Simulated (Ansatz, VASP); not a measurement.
Fe3Ge: VASP beside Ansatz

```
CELL_PARAMETERS angstrom
3.86813 0.00000 0.00000
0.00000 3.86813 0.00000
0.00000 0.00000 3.86813
ATOMIC_POSITIONS crystal
Fe 0.00000 0.50000 0.50000
Fe 0.50000 0.50000 0.00000
Fe 0.50000 0.00000 0.50000
Ge 0.00000 0.00000 0.00000
```

Change from the starting cell: volume scaled by 1.18, LAPW.

Alike in both runs: task single point; functional PBEsol; k mesh 9 × 9 × 9; occupations fermi-dirac, width 0.03 eV; collinear spin.

|  | VASP | Ansatz |
| --- | --- | --- |
| version | VASP 6.6.1 | Ansatz 0.2.0 |
| potentials or method | VASP PAW PBE potentials, release 64 (Fe, Ge_d), cutoff 520 eV | all-electron LAPW, scalar-relativistic |

```tsv
	VASP	Ansatz	Ansatz less VASP
pressure (GPa)	-23.8	-24.0	-0.14
net moment per atom (μB)	1.94	1.94	+0.004
size of the moment on the site where the two differ most (μB)	2.64	2.68	+0.043
```

VASP's potentials were made for PBE, not for PBEsol. Site moments also hang on the region over which each program counts them. Ansatz ran all-electron here, and VASP with PAW potentials.
